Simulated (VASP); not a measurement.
# GaAs (F-43m) in VASP: single point with LDA

Aim: the single point of GaAs with LDA.

Program: VASP 6.6.1. These are calculated values, not measurements. Logs are shortened: lines on timing, memory, paths and dates and some standing lists are left out, and cuts for length are marked.

## 1. The cell of the first run

Symmetry: F-43m, No. 216, cubic system. Conventional cell: a = 5.603 Å, b = 5.603 Å, c = 5.603 Å, α = 90.00°, β = 90.00°, γ = 90.00°. Within 3.2 Å of Ga (site symmetry -43m) lie 4 As at 2.43 Å. Within 3.2 Å of As (site symmetry -43m) lie 4 Ga at 2.43 Å.

## 2. Single point, LDA

INCAR

```
PREC = Accurate
ENCUT = 520
EDIFF = 1E-6
ISMEAR = 0
SIGMA = 0.1
LREAL = F
LASPH = T
NELM = 80
ALGO = Normal
ISIF = 2
LWAVE = F
LCHARG = T
GGA = CA
LELF = T
LVHAR = T
NBANDS = 16
```

KPOINTS

```
regular mesh
0
Gamma
  12 12 12
```

POSCAR

```
GaAs
1.0
    0.0000000000      2.8016907855      2.8016907855
    2.8016907855      0.0000000000      2.8016907855
    2.8016907855      2.8016907855      0.0000000000
Ga As
1 1
Direct
    0.0000000000      0.0000000000      0.0000000000
    0.7500000000      0.7500000000      0.7500000000
```

Potentials or basis: VASP PAW LDA potentials, release 64 (Ga_d, As).

Started as:

```sh
$ cat potpaw_LDA.64/Ga_d/POTCAR potpaw_LDA.64/As/POTCAR > POTCAR
$ mpirun -np 1 vasp_std > vasp.out
```

OUTCAR:

```text
PREC = Accurate
   ENCUT = 520
   EDIFF = 1E-6
   ISMEAR = 0
   LREAL = F
   LASPH = T
   NELM = 80
   ISIF = 2
   GGA = CA

 ion  position               nearest neighbor table
   1  0.000  0.000  0.000-   2 2.43   2 2.43   2 2.43   2 2.43
   2  0.750  0.750  0.750-   1 2.43   1 2.43   1 2.43   1 2.43

  LATTYP: Found a face centered cubic cell.
 ALAT       =     5.6033815710

  Lattice vectors:

 A1 = (   0.0000000000,   2.8016907855,   2.8016907855)
 A2 = (   2.8016907855,   0.0000000000,   2.8016907855)
 A3 = (   2.8016907855,   2.8016907855,   0.0000000000)

Analysis of symmetry for initial positions (statically):
=====================================================================
 Subroutine PRICEL returns:
 Original cell was already a primitive cell.

 Routine SETGRP: Setting up the symmetry group for a
 face centered cubic supercell.

 Subroutine GETGRP returns: Found 24 space group operations
 (whereof 24 operations were pure point group operations)
 out of a pool of 48 trial point group operations.

The static configuration has the point symmetry T_d .

Analysis of symmetry for dynamics (positions and initial velocities):
=====================================================================
 Subroutine PRICEL returns:
 Original cell was already a primitive cell.

 Routine SETGRP: Setting up the symmetry group for a
 face centered cubic supercell.

 Subroutine GETGRP returns: Found 24 space group operations
 (whereof 24 operations were pure point group operations)
 out of a pool of 48 trial point group operations.

The dynamic configuration has the point symmetry T_d .

 Subroutine INISYM returns: Found 24 space group operations
 (whereof 24 operations are pure point group operations),
 and found     1 'primitive' translations

----------------------------------------------------------------------------------------

                                     Primitive cell

  volume of cell :      43.9836

  direct lattice vectors                    reciprocal lattice vectors
     0.000000000  2.801690785  2.801690785    -0.178463663  0.178463663  0.178463663
     2.801690785  0.000000000  2.801690785     0.178463663 -0.178463663  0.178463663
     2.801690785  2.801690785  0.000000000     0.178463663  0.178463663 -0.178463663

  length of vectors
     3.962189106  3.962189106  3.962189106     0.309108132  0.309108132  0.309108132

  position of ions in fractional coordinates (direct lattice)
     0.000000000  0.000000000  0.000000000
     0.750000000  0.750000000  0.750000000

  ion indices of the primitive-cell ions
   primitive index   ion index
                 1           1
                 2           2

----------------------------------------------------------------------------------------

 KPOINTS: regular mesh

Automatic generation of k-mesh.
 Grid dimensions read from file:
 generate k-points for:   12   12   12

 Generating k-lattice:

  Cartesian coordinates                     Fractional coordinates (reciprocal lattice)
    -0.014871972  0.014871972  0.014871972     0.083333333  0.000000000  0.000000000
     0.014871972 -0.014871972  0.014871972     0.000000000  0.083333333  0.000000000
     0.014871972  0.014871972 -0.014871972     0.000000000  0.000000000  0.083333333

  Length of vectors
     0.025759011  0.025759011  0.025759011

  Shift w.r.t. Gamma in fractional coordinates (k-lattice)
     0.000000000  0.000000000  0.000000000

 Subroutine IBZKPT returns following result:
 ===========================================

 Found     72 irreducible k-points:

 Following reciprocal coordinates:
            Coordinates               Weight
  0.000000  0.000000  0.000000      1.000000
  0.083333  0.000000  0.000000      8.000000
  0.166667  0.000000  0.000000      8.000000
  0.250000  0.000000  0.000000      8.000000
  0.333333  0.000000  0.000000      8.000000
  0.416667  0.000000  0.000000      8.000000
[... 16 lines left out ...]
  0.500000  0.166667  0.000000     24.000000
 -0.416667  0.166667  0.000000     24.000000
 [... further k-points ...]
   k-points           NKPTS =     72   k-points in BZ     NKDIM =     72   number of bands    NBANDS=     16
   number of dos      NEDOS =    301   number of ions     NIONS =      2
   total plane-waves  NPLWV =  27000
   dimension x,y,z NGX =    30 NGY =   30 NGZ =   30
   dimension x,y,z NGXF=    60 NGYF=   60 NGZF=   60
   ions per type =               1   1
   NGX,Y,Z   is equivalent  to a cutoff of  12.59, 12.59, 12.59 a.u.
   NGXF,Y,Z  is equivalent  to a cutoff of  25.17, 25.17, 25.17 a.u.
 SYSTEM =  unknown system
   PREC   = accura    normal or accurate (medium, high low for compatibility)
   ISTART =      0    job   : 0-new  1-cont  2-samecut
   ICHARG =      2    charge: 1-file 2-atom 10-const
   ISPIN  =      1    spin polarized calculation?
   LNONCOLLINEAR =      F non collinear calculations
   LSORBIT =      F    spin-orbit coupling
   LASPH  =      T    aspherical Exc in radial PAW
   ENCUT  =  520.0 eV  38.22 Ry    6.18 a.u.   7.37  7.37  7.37*2*pi/ulx,y,z
   NELM   =     80;   NELMIN=  2; NELMDL= -5     # of ELM steps
   EDIFF  = 0.1E-05   stopping-criterion for ELM
   LREAL  =      F    real-space projection
   EDIFFG = 0.1E-04   stopping-criterion for IOM
   NSW    =      0    number of steps for IOM
   IBRION =     -1    ionic relax: 0-MD 1-quasi-New 2-CG
   NFREE  =      0    steps in history (QN), initial steepest desc. (CG)
   ISIF   =      2    stress and relaxation
   ISYM   =      2    0-nonsym 1-usesym 2-fastsym
   POTIM  = 0.5000    time-step for ionic-motion
   TEBEG  =    0.0;   TEEND  =   0.0 temperature during run
   PSTRESS=    0.0 pullay stress
   NELECT =      18.0000    total number of electrons
   NUPDOWN=      -1.0000    fix difference up-down
   EMIN   =  10.00;   EMAX   =-10.00  energy-range for DOS
   EFERMI =   0.00;   METHOD = LEGACY
   ISMEAR =     0;   SIGMA  =   0.10  broadening in eV -4-tet -1-fermi 0-gaus
   EFERMI_NEDOS =   21; number of points for ismear=-14 and -15
   IALGO  =     38    algorithm
   IMIX   =      4    mixing-type and parameters
     AMIX     =   0.40;   BMIX     =  1.00
     AMIX_MAG =   1.60;   BMIX_MAG =  1.00
  volume/ion in A,a.u.               =      21.99       148.41
  Fermi-wavevector in a.u.,A,eV,Ry     =   1.215445  2.296859 20.099990  1.477308
  Thomas-Fermi vector in A             =   2.350832
   LORBIT       =      0    0 simple, 1 ext, 2 COOP (PROOUT), +10 PAW based schemes
   GGA     = CA    functional components
   LHFCALC =     F    Hartree Fock is set to
   AEXX    =    0.0000 exact exchange contribution
   IVDW    =     0    specifies the selected vdW correction
   LEPSILON=     F    determine dielectric tensor
   LRPA    =     F    only Hartree local field effects (RPA)
 non-spin polarized calculation
 Gauss-broadening in eV      SIGMA  =   0.10
  energy-cutoff  :      520.00
  volume of cell :       43.98
 maximum number of plane-waves:      1243
 NGX is ok and might be reduce to    30
   NGX = 15   NGY = 15   NGZ = 15

 number of electron      18.0000013 magnetization

 Free energy of the ion-electron system (eV)
  ---------------------------------------------------
  ext. energy  EPLUGINS =         0.00000000
  ---------------------------------------------------
  free energy    TOTEN  =        -9.64202535 eV

  energy without entropy =       -9.64202526  energy(sigma->0) =       -9.64202531

 E-fermi :   4.3369     XC(G=0): -10.0314

 val. band max:        4.0595173816   @ k =   0.0000   0.0000   0.0000
 cond. band min:       4.5949214164   @ k =   0.0000   0.0000   0.0000
 fundamental gap:      0.5354040349
 Fermi energy:         4.3368974185

 k-point     1 :       0.0000    0.0000    0.0000
  band No.  band energies     occupation
      1     -10.9184      2.00000
      2     -10.9184      2.00000
      3     -10.9184      2.00000
      4     -10.8335      2.00000
      5     -10.8335      2.00000
      6      -8.9002      2.00000
[... 8 lines left out ...]
     15      14.2986      0.00000
     16      14.2986      0.00000

 k-point     2 :       0.0833    0.0000    0.0000
  band No.  band energies     occupation
      1     -10.9252      2.00000
      2     -10.9166      2.00000
      3     -10.9166      2.00000
      4     -10.8336      2.00000
      5     -10.8336      2.00000
      6      -8.8152      2.00000
[... 8 lines left out ...]
     15      13.7026      0.00000
     16      13.7026      0.00000

 k-point     3 :       0.1667    0.0000    0.0000
  band No.  band energies     occupation
      1     -10.9429      2.00000
      2     -10.9120      2.00000
      3     -10.9120      2.00000
      4     -10.8337      2.00000
      5     -10.8337      2.00000
      6      -8.5676      2.00000
[... 8 lines left out ...]
     15      13.1268      0.00000
     16      13.1268      0.00000

 k-point     4 :       0.2500    0.0000    0.0000
  band No.  band energies     occupation
      1     -10.9650      2.00000
      2     -10.9062      2.00000
      3     -10.9062      2.00000
      4     -10.8332      2.00000
      5     -10.8332      2.00000
      6      -8.1807      2.00000
[... 8 lines left out ...]
     15      13.1086      0.00000
     16      13.1086      0.00000
[... 324 lines left out ...]
 k-point    22 :       0.4167    0.1667    0.0000
  band No.  band energies     occupation
      1     -11.0014      2.00000
      2     -10.8941      2.00000
      3     -10.8900      2.00000
      4     -10.8410      2.00000
      5     -10.8269      2.00000
      6      -7.2932      2.00000
[... 8 lines left out ...]
     15      15.0308      0.00000
     16      15.9466      0.00000

 k-point    23 :       0.5000    0.1667    0.0000
  band No.  band energies     occupation
      1     -11.0085      2.00000
      2     -10.8932      2.00000
      3     -10.8887      2.00000
      4     -10.8378      2.00000
      5     -10.8279      2.00000
      6      -6.9175      2.00000
[... 8 lines left out ...]
     15      15.6377      0.00000
     16      16.0383      0.00000

 k-point    24 :      -0.4167    0.1667    0.0000
  band No.  band energies     occupation
      1     -11.0085      2.00000
      2     -10.8935      2.00000
      3     -10.8896      2.00000
      4     -10.8345      2.00000
      5     -10.8306      2.00000
      6      -6.8559      2.00000
[... 8 lines left out ...]
     15      14.4883      0.00000
     16      15.1638      0.00000

 [... further k-points ...]

------------------------ aborting loop because EDIFF is reached ----------------------------------------

  FORCE on cell =-STRESS in cart. coord.  units (eV):
  Direction    XX          YY          ZZ          XY          YZ          ZX
  --------------------------------------------------------------------------------------
  -------------------------------------------------------------------------------------
  Total        0.0866756      0.0866756      0.0866756      0.0000000      0.0000000      0.0000000
  in kB        3.1573076      3.1573076      3.1573076      0.0000000      0.0000000      0.0000000
  external PRESSURE =       3.1573076 kB  Pullay stress =       0.0000000 kB

 VOLUME and BASIS-vectors are now :
 -----------------------------------------------------------------------------
  energy-cutoff  :      520.00
  volume of cell :       43.98
      direct lattice vectors                 reciprocal lattice vectors
     0.000000000  2.801690785  2.801690785    -0.178463663  0.178463663  0.178463663
     2.801690785  0.000000000  2.801690785     0.178463663 -0.178463663  0.178463663
     2.801690785  2.801690785  0.000000000     0.178463663  0.178463663 -0.178463663

 POSITION                                       TOTAL-FORCE (eV/Angst)
 -----------------------------------------------------------------------------------
      0.00000      0.00000      0.00000        -0.000000      0.000000      0.000000
      4.20254      4.20254      4.20254         0.000000     -0.000000     -0.000000
 -----------------------------------------------------------------------------------
    total drift:                                0.000000      0.000000      0.000000

  FREE ENERGIE OF THE ION-ELECTRON SYSTEM (eV)
  ---------------------------------------------------
  free  energy   TOTEN  =        -9.6420253489 eV

  energy  without entropy=       -9.6420252622  energy(sigma->0) =       -9.64202531
```

Run time: 73 s. Hardware: 1 thread of Intel Xeon 8259CL, shared host; peak memory 0.19 GiB.

What came out:

```
Free energy            : -9.6420 eV
Pressure               : 0.3 GPa
Band gap on the k mesh : 0.54 eV
```
